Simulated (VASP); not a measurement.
# Ru (P2_1/m) in VASP: single point with PBE

Aim: the single point of Ru with PBE.

Everything below comes from runs of VASP 6.6.1. Logs are shortened: lines on timing, memory, paths and dates and some standing lists are left out, and cuts for length are marked.

## 1. The cell of the first run

The structure is monoclinic, space group P2_1/m (No. 11). Conventional cell: a = 2.706 Å, b = 4.282 Å, c = 2.706 Å, α = 90.00°, β = 120.00°, γ = 90.00°. Within 3.3 Å of Ru (site symmetry m) lie 12 Ru at 2.49 to 2.83 Å.

## 2. Single point, PBE (atom 1 (Ru) moved by (-0.150, +0.300) A along x and y)

INCAR

```
PREC = Accurate
ENCUT = 500
EDIFF = 1E-6
ISMEAR = 0
SIGMA = 0.15
LREAL = False
LASPH = True
NELM = 120
ALGO = Normal
ISIF = 2
LWAVE = False
LCHARG = False
GGA = PE
NBANDS = 21
GGA_COMPAT = False
```

KPOINTS

```
regular mesh
0
Gamma
  24 24 12
```

POSCAR

```
Ru
1.0
    2.7057993342      0.0000000000      0.0000000000
   -1.3528996671      2.3432909610      0.0000000000
    0.0000000000      0.0000000000      4.2819000000
Ru
2
Direct
    0.3419093872      0.7946917412      0.2500000000
    0.6666666667      0.3333333333      0.7500000000
```

Potentials or basis: VASP PAW PBE potentials, release 64 (Ru_pv).

Launch:

```console
$ cat potpaw_PBE.64/Ru_pv/POTCAR > POTCAR
$ mpirun -np 1 vasp_std > vasp.out
```

OUTCAR:

```text
PREC = Accurate
   ENCUT = 500
   EDIFF = 1E-6
   ISMEAR = 0
   LREAL = False
   LASPH = True
   NELM = 120
   ISIF = 2
   GGA = PE

 ion  position               nearest neighbor table
   1  0.342  0.795  0.250-   2 2.49   2 2.49   2 2.68   2 2.68   2 2.83   2 2.83
   2  0.667  0.333  0.750-   1 2.49   1 2.49   1 2.68   1 2.68   1 2.83   1 2.83

  LATTYP: Found a hexagonal cell.
 ALAT       =     2.7057993342
 C/A-ratio  =     1.5824898565

  Lattice vectors:

 A1 = (   2.7057993342,   0.0000000000,   0.0000000000)
 A2 = (  -1.3528996671,   2.3432909610,   0.0000000000)
 A3 = (   0.0000000000,   0.0000000000,   4.2819000000)

Analysis of symmetry for initial positions (statically):
=====================================================================
 Subroutine PRICEL returns:
 Original cell was already a primitive cell.

 Routine SETGRP: Setting up the symmetry group for a
 hexagonal supercell.

 Subroutine GETGRP returns: Found  4 space group operations
 (whereof  1 operations were pure point group operations)
 out of a pool of 24 trial point group operations.

The static configuration has the point symmetry C_1 .
 The point group associated with its full space group is C_2h.

Analysis of symmetry for dynamics (positions and initial velocities):
=====================================================================
 Subroutine PRICEL returns:
 Original cell was already a primitive cell.

 Routine SETGRP: Setting up the symmetry group for a
 hexagonal supercell.

 Subroutine GETGRP returns: Found  4 space group operations
 (whereof  1 operations were pure point group operations)
 out of a pool of 24 trial point group operations.

The dynamic configuration has the point symmetry C_1 .
 The point group associated with its full space group is C_2h.

 Subroutine INISYM returns: Found  4 space group operations
 (whereof  1 operations are pure point group operations),
 and found     1 'primitive' translations

----------------------------------------------------------------------------------------

                                     Primitive cell

  volume of cell :      27.1493

  direct lattice vectors                    reciprocal lattice vectors
     2.705799334  0.000000000  0.000000000     0.369576556  0.213375124  0.000000000
    -1.352899667  2.343290961  0.000000000     0.000000000  0.426750249  0.000000000
     0.000000000  0.000000000  4.281900000     0.000000000  0.000000000  0.233541185

  length of vectors
     2.705799334  2.705799334  4.281900000     0.426750249  0.426750249  0.233541185

  position of ions in fractional coordinates (direct lattice)
     0.341909387  0.794691741  0.250000000
     0.666666667  0.333333333  0.750000000

  ion indices of the primitive-cell ions
   primitive index   ion index
                 1           1
                 2           2

----------------------------------------------------------------------------------------

 KPOINTS: regular mesh

Automatic generation of k-mesh.
 Grid dimensions read from file:
 generate k-points for:   24   24   12

 Generating k-lattice:

  Cartesian coordinates                     Fractional coordinates (reciprocal lattice)
     0.015399023  0.008890630  0.000000000     0.041666667  0.000000000  0.000000000
     0.000000000  0.017781260  0.000000000     0.000000000  0.041666667  0.000000000
     0.000000000  0.000000000  0.019461765     0.000000000  0.000000000  0.083333333

  Length of vectors
     0.017781260  0.017781260  0.019461765

  Shift w.r.t. Gamma in fractional coordinates (k-lattice)
     0.000000000  0.000000000  0.000000000

 Subroutine IBZKPT returns following result:
 ===========================================

 Found   2030 irreducible k-points:

 Following reciprocal coordinates:
            Coordinates               Weight
  0.000000  0.000000  0.000000      1.000000
  0.041667  0.000000  0.000000      2.000000
  0.000000  0.041667  0.000000      2.000000
 -0.041667  0.041667  0.000000      2.000000
  0.083333  0.000000  0.000000      2.000000
  0.000000  0.083333  0.000000      2.000000
[... 16 lines left out ...]
  0.333333  0.000000  0.000000      2.000000
  0.000000  0.333333  0.000000      2.000000
 [... further k-points ...]
   k-points           NKPTS =   2030   k-points in BZ     NKDIM =   2030   number of bands    NBANDS=     21
   number of dos      NEDOS =    301   number of ions     NIONS =      2
   total plane-waves  NPLWV =  12800
   dimension x,y,z NGX =    20 NGY =   20 NGZ =   32
   dimension x,y,z NGXF=    40 NGYF=   40 NGZF=   64
   ions per type =               2
   NGX,Y,Z   is equivalent  to a cutoff of  12.29, 12.29, 12.42 a.u.
   NGXF,Y,Z  is equivalent  to a cutoff of  24.58, 24.58, 24.85 a.u.
 SYSTEM =  unknown system
   PREC   = accura    normal or accurate (medium, high low for compatibility)
   ISTART =      0    job   : 0-new  1-cont  2-samecut
   ICHARG =      2    charge: 1-file 2-atom 10-const
   ISPIN  =      1    spin polarized calculation?
   LNONCOLLINEAR =      F non collinear calculations
   LSORBIT =      F    spin-orbit coupling
   LASPH  =      T    aspherical Exc in radial PAW
   ENCUT  =  500.0 eV  36.75 Ry    6.06 a.u.   4.93  4.93  7.81*2*pi/ulx,y,z
   NELM   =    120;   NELMIN=  2; NELMDL= -5     # of ELM steps
   EDIFF  = 0.1E-05   stopping-criterion for ELM
   LREAL  =      F    real-space projection
   EDIFFG = 0.1E-04   stopping-criterion for IOM
   NSW    =      0    number of steps for IOM
   IBRION =     -1    ionic relax: 0-MD 1-quasi-New 2-CG
   NFREE  =      0    steps in history (QN), initial steepest desc. (CG)
   ISIF   =      2    stress and relaxation
   ISYM   =      2    0-nonsym 1-usesym 2-fastsym
   POTIM  = 0.5000    time-step for ionic-motion
   TEBEG  =    0.0;   TEEND  =   0.0 temperature during run
   PSTRESS=    0.0 pullay stress
   NELECT =      28.0000    total number of electrons
   NUPDOWN=      -1.0000    fix difference up-down
   EMIN   =  10.00;   EMAX   =-10.00  energy-range for DOS
   EFERMI =   0.00;   METHOD = LEGACY
   ISMEAR =     0;   SIGMA  =   0.15  broadening in eV -4-tet -1-fermi 0-gaus
   EFERMI_NEDOS =   21; number of points for ismear=-14 and -15
   IALGO  =     38    algorithm
   IMIX   =      4    mixing-type and parameters
     AMIX     =   0.40;   BMIX     =  1.00
     AMIX_MAG =   1.60;   BMIX_MAG =  1.00
  volume/ion in A,a.u.               =      13.57        91.61
  Fermi-wavevector in a.u.,A,eV,Ry     =   1.654022  3.125649 37.222686  2.735790
  Thomas-Fermi vector in A             =   2.742361
   LORBIT       =      0    0 simple, 1 ext, 2 COOP (PROOUT), +10 PAW based schemes
   GGA     = PE    functional components
   LHFCALC =     F    Hartree Fock is set to
   AEXX    =    0.0000 exact exchange contribution
   IVDW    =     0    specifies the selected vdW correction
   LEPSILON=     F    determine dielectric tensor
   LRPA    =     F    only Hartree local field effects (RPA)
 non-spin polarized calculation
 Gauss-broadening in eV      SIGMA  =   0.15
  energy-cutoff  :      500.00
  volume of cell :       27.15
 maximum number of plane-waves:       708
   NGX =  9   NGY =  9   NGZ = 15

 number of electron      28.0000004 magnetization

 Free energy of the ion-electron system (eV)
  ---------------------------------------------------
  ext. energy  EPLUGINS =         0.00000000
  ---------------------------------------------------
  free energy    TOTEN  =       -18.09072830 eV

  energy without entropy =      -18.06786047  energy(sigma->0) =      -18.07929438

 E-fermi :  12.9235     XC(G=0): -14.1078

 val. band max:       12.9229540178   @ k =   0.3750   0.0417   0.4167
 cond. band min:      12.9236868161   @ k =   0.0417   0.3750  -0.3333
 fundamental gap:      0.0007327983
 Fermi energy:        12.9234721694

 k-point     1 :       0.0000    0.0000    0.0000
  band No.  band energies     occupation
      1     -30.8662      2.00000
      2     -29.9193      2.00000
      3     -29.7153      2.00000
      4     -29.7059      2.00000
      5     -29.6392      2.00000
      6     -29.5818      2.00000
[... 13 lines left out ...]
     20      23.3403      0.00000
     21      23.3951      0.00000

 k-point     2 :       0.0417    0.0000    0.0000
  band No.  band energies     occupation
      1     -30.8604      2.00000
      2     -29.9267      2.00000
      3     -29.7253      2.00000
      4     -29.7120      2.00000
      5     -29.6478      2.00000
      6     -29.5845      2.00000
[... 13 lines left out ...]
     20      23.3402      0.00000
     21      23.3900      0.00000

 k-point     3 :       0.0000    0.0417    0.0000
  band No.  band energies     occupation
      1     -30.8595      2.00000
      2     -29.9309      2.00000
      3     -29.7287      2.00000
      4     -29.7021      2.00000
      5     -29.6504      2.00000
      6     -29.5855      2.00000
[... 13 lines left out ...]
     20      23.3402      0.00000
     21      23.3894      0.00000

 k-point     4 :      -0.0417    0.0417    0.0000
  band No.  band energies     occupation
      1     -30.8618      2.00000
      2     -29.9235      2.00000
      3     -29.7365      2.00000
      4     -29.7100      2.00000
      5     -29.6417      2.00000
      6     -29.5829      2.00000
[... 13 lines left out ...]
     20      23.3402      0.00000
     21      23.3907      0.00000

 k-point     5 :       0.0833    0.0000    0.0000
  band No.  band energies     occupation
      1     -30.8432      2.00000
      2     -29.9496      2.00000
      3     -29.7547      2.00000
      4     -29.7336      2.00000
      5     -29.6682      2.00000
      6     -29.5924      2.00000
[... 13 lines left out ...]
     20      23.3403      0.00000
     21      23.3778      0.00000

 k-point     6 :       0.0000    0.0833    0.0000
  band No.  band energies     occupation
      1     -30.8396      2.00000
      2     -29.9648      2.00000
      3     -29.7531      2.00000
      4     -29.7169      2.00000
      5     -29.6718      2.00000
      6     -29.5964      2.00000
[... 13 lines left out ...]
     20      23.3403      0.00000
     21      23.3765      0.00000

 k-point     7 :      -0.0833    0.0833    0.0000
  band No.  band energies     occupation
      1     -30.8489      2.00000
      2     -29.9361      2.00000
      3     -29.7856      2.00000
      4     -29.7346      2.00000
      5     -29.6492      2.00000
      6     -29.5859      2.00000
[... 13 lines left out ...]
     20      23.3403      0.00000
     21      23.3795      0.00000
[... 291 lines left out ...]
      1     -30.6254      2.00000
      2     -30.2982      2.00000
      3     -30.1440      2.00000
      4     -29.9354      2.00000
      5     -29.7676      2.00000
      6     -29.7053      2.00000
[... 13 lines left out ...]
     20      23.3401      0.00000
     21      23.3454      0.00000

 k-point    21 :       0.0000    0.2917    0.0000
  band No.  band energies     occupation
      1     -30.5757      2.00000
      2     -30.3438      2.00000
      3     -30.1637      2.00000
      4     -29.9159      2.00000
      5     -29.7590      2.00000
      6     -29.7256      2.00000
[... 13 lines left out ...]
     20      23.3401      0.00000
     21      23.3467      0.00000

 k-point    22 :      -0.2917    0.2917    0.0000
  band No.  band energies     occupation
      1     -30.6960      2.00000
      2     -30.2811      2.00000
      3     -30.1175      2.00000
      4     -30.0065      2.00000
      5     -29.7339      2.00000
      6     -29.6274      2.00000
[... 13 lines left out ...]
     20      23.3401      0.00000
     21      23.3444      0.00000

 k-point    23 :       0.3333    0.0000    0.0000
  band No.  band energies     occupation
      1     -30.5698      2.00000
      2     -30.3839      2.00000
      3     -30.2277      2.00000
      4     -29.9656      2.00000
      5     -29.7854      2.00000
      6     -29.7382      2.00000
[... 13 lines left out ...]
     20      23.3398      0.00000
     21      23.3420      0.00000

 k-point    24 :       0.0000    0.3333    0.0000
  band No.  band energies     occupation
      1     -30.5017      2.00000
      2     -30.4231      2.00000
      3     -30.2595      2.00000
      4     -29.9458      2.00000
      5     -29.8111      2.00000
      6     -29.7388      2.00000
[... 13 lines left out ...]
     20      23.3394      0.00000
     21      23.3406      0.00000

 [... further k-points ...]

------------------------ aborting loop because EDIFF is reached ----------------------------------------

  FORCE on cell =-STRESS in cart. coord.  units (eV):
  Direction    XX          YY          ZZ          XY          YZ          ZX
  --------------------------------------------------------------------------------------
  -------------------------------------------------------------------------------------
  Total        0.2650737      2.0026779      2.7382359      0.5306424      0.0000000      0.0000000
  in kB       15.6429581    118.1852760    161.5932113     31.3151289      0.0000000      0.0000000
  external PRESSURE =      98.4738151 kB  Pullay stress =       0.0000000 kB

 VOLUME and BASIS-vectors are now :
 -----------------------------------------------------------------------------
  energy-cutoff  :      500.00
  volume of cell :       27.15
      direct lattice vectors                 reciprocal lattice vectors
     2.705799334  0.000000000  0.000000000     0.369576556  0.213375124  0.000000000
    -1.352899667  2.343290961  0.000000000     0.000000000  0.426750249  0.000000000
     0.000000000  0.000000000  4.281900000     0.000000000  0.000000000  0.233541185

 POSITION                                       TOTAL-FORCE (eV/Angst)
 -----------------------------------------------------------------------------------
     -0.15000      1.86219      1.07048         1.138692     -1.834570     -0.000000
      1.35290      0.78110      3.21143        -1.138692      1.834570      0.000000
 -----------------------------------------------------------------------------------
    total drift:                               -0.000013     -0.000008      0.000000

  FREE ENERGIE OF THE ION-ELECTRON SYSTEM (eV)
  ---------------------------------------------------
  free  energy   TOTEN  =       -18.0907283011 eV

  energy  without entropy=      -18.0678604679  energy(sigma->0) =      -18.07929438
```

It took 5.3 min on 1 thread of Oxide Virtual Turin-like, shared host; peak memory 0.82 GiB.

What came out:

| Property | Result |
| --- | --- |
| Free energy | -18.0907 eV |
| Pressure | 9.8 GPa |
| Largest force | 2.159 eV/Å |
| Band gap on the k mesh | zero (bands 14 and 15 overlap by 2.92 eV) |

Forces on the atoms (eV/Å):
```
Ru   1.139 -1.835  0.000
Ru  -1.139  1.835  0.000
```

Levels at points of the mesh, in eV from the Fermi level:
```tsv
k point	band 10	band 11	band 12	band 13	band 14	band 15	band 16	band 17	band 18	band 19
(0.00, 0.00, 0.00)	-2.76	-2.30	-2.17	-2.06	-1.43	-0.28	-0.07	1.23	1.92	10.33
(0.50, 0.00, 0.00)	-2.69	-2.15	-2.02	-1.80	0.94	1.47	1.70	3.94	6.09	10.41
(0.00, 0.50, 0.00)	-3.39	-2.79	-2.62	-1.70	1.22	1.51	1.96	4.90	5.08	10.42
(0.50, 0.50, 0.00)	-3.23	-1.66	-1.10	-0.92	1.50	1.67	1.79	3.18	6.78	9.82
(0.00, 0.00, 0.50)	-2.95	-2.87	-2.87	-2.46	-2.46	0.12	0.12	0.63	0.63	10.42
(0.50, 0.00, 0.50)	-4.94	-0.85	-0.85	0.68	0.68	1.63	1.63	3.49	3.49	10.35
(0.00, 0.50, 0.50)	-4.75	-0.93	-0.93	1.52	1.52	1.63	1.63	2.38	2.38	10.41
(0.50, 0.50, 0.50)	-4.71	-1.35	-1.35	-0.18	-0.18	1.65	1.65	4.38	4.38	9.46
```

Caveat: the cell differs from its parent crystal (atom 1 (Ru) moved by (-0.150, +0.300) A along x and y); the stress differs along the axes, from 2 to 16 GPa; forces of over 1 eV/Å act on the atoms, so gaps and moduli don't describe the material at rest.
